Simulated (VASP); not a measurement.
# GaSb (F-43m) in VASP: notebook, part 2 of 2

VASP 6.6.1. Earlier steps stand in the parts before.

## 3. Single point, PBE (volume scaled by 0.94)

INCAR reads:

```
PREC = Accurate
ENCUT = 520
EDIFF = 1E-7
ISMEAR = 0
SIGMA = 0.1
LREAL = False
LASPH = True
NELM = 60
ALGO = Normal
ISIF = 2
LWAVE = False
LCHARG = False
GGA = PE
NBANDS = 16
```

KPOINTS reads:

```
regular mesh
0
Gamma
  12 12 12
```

POSCAR reads:

```
GaSb
1.0
    0.0000000000      3.0434962941      3.0434962941
    3.0434962941      0.0000000000      3.0434962941
    3.0434962941      3.0434962941      0.0000000000
Ga Sb
1 1
Direct
    0.0000000000      0.0000000000      0.0000000000
    0.2500000000      0.2500000000      0.2500000000
```

Potentials or basis: VASP PAW PBE potentials, release 64 (Ga_d, Sb).

Launch:

```console
$ cat potpaw_PBE.64/Ga_d/POTCAR potpaw_PBE.64/Sb/POTCAR > POTCAR
$ mpirun -np 1 vasp_std > vasp.out
```

OUTCAR:

```text
PREC = Accurate
   ENCUT = 520
   EDIFF = 1E-7
   ISMEAR = 0
   LREAL = False
   LASPH = True
   NELM = 60
   ISIF = 2
   GGA = PE

 ion  position               nearest neighbor table
   1  0.000  0.000  0.000-   2 2.64   2 2.64   2 2.64   2 2.64
   2  0.250  0.250  0.250-   1 2.64   1 2.64   1 2.64   1 2.64

  LATTYP: Found a face centered cubic cell.
 ALAT       =     6.0869925882

  Lattice vectors:

 A1 = (   0.0000000000,   3.0434962941,   3.0434962941)
 A2 = (   3.0434962941,   0.0000000000,   3.0434962941)
 A3 = (   3.0434962941,   3.0434962941,   0.0000000000)

Analysis of symmetry for initial positions (statically):
=====================================================================
 Subroutine PRICEL returns:
 Original cell was already a primitive cell.

 Routine SETGRP: Setting up the symmetry group for a
 face centered cubic supercell.

 Subroutine GETGRP returns: Found 24 space group operations
 (whereof 24 operations were pure point group operations)
 out of a pool of 48 trial point group operations.

The static configuration has the point symmetry T_d .

Analysis of symmetry for dynamics (positions and initial velocities):
=====================================================================
 Subroutine PRICEL returns:
 Original cell was already a primitive cell.

 Routine SETGRP: Setting up the symmetry group for a
 face centered cubic supercell.

 Subroutine GETGRP returns: Found 24 space group operations
 (whereof 24 operations were pure point group operations)
 out of a pool of 48 trial point group operations.

The dynamic configuration has the point symmetry T_d .

 Subroutine INISYM returns: Found 24 space group operations
 (whereof 24 operations are pure point group operations),
 and found     1 'primitive' translations

----------------------------------------------------------------------------------------

                                     Primitive cell

  volume of cell :      56.3830
[... 102 lines left out ...]
   EMIN   =  10.00;   EMAX   =-10.00  energy-range for DOS
   EFERMI =   0.00;   METHOD = LEGACY
   ISMEAR =     0;   SIGMA  =   0.10  broadening in eV -4-tet -1-fermi 0-gaus
   EFERMI_NEDOS =   21; number of points for ismear=-14 and -15
   IALGO  =     38    algorithm
   IMIX   =      4    mixing-type and parameters
     AMIX     =   0.40;   BMIX     =  1.00
     AMIX_MAG =   1.60;   BMIX_MAG =  1.00
  volume/ion in A,a.u.               =      28.19       190.25
  Fermi-wavevector in a.u.,A,eV,Ry     =   1.118878  2.114374 17.032982  1.251889
  Thomas-Fermi vector in A             =   2.255513
   LORBIT       =      0    0 simple, 1 ext, 2 COOP (PROOUT), +10 PAW based schemes
   GGA     = PE    functional components
   LHFCALC =     F    Hartree Fock is set to
   AEXX    =    0.0000 exact exchange contribution
   IVDW    =     0    specifies the selected vdW correction
   LEPSILON=     F    determine dielectric tensor
   LRPA    =     F    only Hartree local field effects (RPA)
 non-spin polarized calculation
 Gauss-broadening in eV      SIGMA  =   0.10
  energy-cutoff  :      520.00
  volume of cell :       56.38
 maximum number of plane-waves:      1540
   NGX = 17   NGY = 17   NGZ = 17

 number of electron      17.9999984 magnetization

 Free energy of the ion-electron system (eV)
  ---------------------------------------------------
  ext. energy  EPLUGINS =         0.00000000
  ---------------------------------------------------
  free energy    TOTEN  =        -7.33740365 eV

  energy without entropy =       -7.33733579  energy(sigma->0) =       -7.33736972

 E-fermi :   5.1260     XC(G=0):  -9.1565

 val. band max:        5.0263538501   @ k =   0.0000   0.0000   0.0000
 cond. band min:       5.1722076692   @ k =   0.0000   0.0000   0.0000
 fundamental gap:      0.1458538191
 Fermi energy:         5.1259646344

 k-point     1 :       0.0000    0.0000    0.0000
  band No.  band energies     occupation
      1     -10.0375      2.00000
      2     -10.0375      2.00000
      3     -10.0375      2.00000
      4      -9.9854      2.00000
      5      -9.9854      2.00000
      6      -6.5571      2.00000
[... 433 lines left out ...]
      3     -10.0228      2.00000
      4      -9.9871      2.00000
      5      -9.9855      2.00000
      6      -4.6971      2.00000
[... 8 lines left out ...]
     15      13.7488      0.00000
     16      14.2130      0.00000

 [... further k-points ...]
[... 5 lines left out ...]
  --------------------------------------------------------------------------------------
  -------------------------------------------------------------------------------------
  Total        1.1574845      1.1574845      1.1574845      0.0000000      0.0000000     -0.0000000
  in kB       32.8910266     32.8910266     32.8910266      0.0000000      0.0000000     -0.0000000
  external PRESSURE =      32.8910266 kB  Pullay stress =       0.0000000 kB

 VOLUME and BASIS-vectors are now :
 -----------------------------------------------------------------------------
  energy-cutoff  :      520.00
  volume of cell :       56.38
      direct lattice vectors                 reciprocal lattice vectors
     0.000000000  3.043496294  3.043496294    -0.164284741  0.164284741  0.164284741
     3.043496294  0.000000000  3.043496294     0.164284741 -0.164284741  0.164284741
     3.043496294  3.043496294  0.000000000     0.164284741  0.164284741 -0.164284741

 POSITION                                       TOTAL-FORCE (eV/Angst)
 -----------------------------------------------------------------------------------
      0.00000      0.00000      0.00000         0.000000      0.000000      0.000000
      1.52175      1.52175      1.52175        -0.000000     -0.000000     -0.000000
 -----------------------------------------------------------------------------------
    total drift:                                0.000002      0.000002      0.000002

  FREE ENERGIE OF THE ION-ELECTRON SYSTEM (eV)
  ---------------------------------------------------
  free  energy   TOTEN  =        -7.3374036536 eV

  energy  without entropy=       -7.3373357864  energy(sigma->0) =       -7.33736972
```

OSZICAR:

```text
N       E                     dE             d eps       ncg     rms          rms(c)
DAV:   1     0.833687850977E+02    0.83369E+02   -0.85952E+03  2312   0.138E+03
DAV:   2    -0.990103838214E+00   -0.84359E+02   -0.81227E+02  2744   0.299E+02
DAV:   3    -0.728256406524E+01   -0.62925E+01   -0.62778E+01  2728   0.653E+01
DAV:   4    -0.739143215770E+01   -0.10887E+00   -0.10886E+00  2968   0.963E+00
DAV:   5    -0.739400222983E+01   -0.25701E-02   -0.25700E-02  2840   0.130E+00    0.324E+00
DAV:   6    -0.734966206312E+01    0.44340E-01   -0.62008E-02  3424   0.392E+00    0.195E+00
DAV:   7    -0.733592308824E+01    0.13739E-01   -0.39321E-02  2640   0.160E+00    0.344E-01
DAV:   8    -0.733688213111E+01   -0.95904E-03   -0.43416E-03  3016   0.758E-01    0.874E-02
DAV:   9    -0.733736015620E+01   -0.47803E-03   -0.68276E-04  2712   0.198E-01    0.341E-02
DAV:  10    -0.733738078518E+01   -0.20629E-04   -0.32000E-05  3048   0.370E-02    0.944E-03
DAV:  11    -0.733740314068E+01   -0.22356E-04   -0.30746E-05  2632   0.359E-02    0.654E-03
DAV:  12    -0.733740368132E+01   -0.54063E-06   -0.12222E-06  3048   0.882E-03    0.108E-03
DAV:  13    -0.733740365356E+01    0.27763E-07   -0.65707E-08  2192   0.204E-03
   1 F= -.73374037E+01 E0= -.73373697E+01  d E =-.678671E-04
```

Run time: 60 s. Hardware: 1 thread of Intel Xeon 8259CL, shared host; peak memory 0.22 GiB.

What came out:

```
Free energy            : -7.3374 eV
Pressure               : 3.3 GPa
Band gap on the k mesh : 0.15 eV, direct
```

Levels at points of the mesh, in eV from the valence-band top:
```
           k point  band 7  band 8  band 9  band 10  band 11  band 12
(0.00, 0.00, 0.00)    0.00    0.00    0.00     0.15     2.77     2.77
(0.50, 0.00, 0.00)   -6.44   -1.18   -1.18     0.44     3.75     3.75
(0.50, 0.50, 0.00)   -6.88   -2.63   -2.63     0.89     1.22     8.78
```

Caveat: spin-orbit coupling is left out, which moves the levels of the heavy elements.
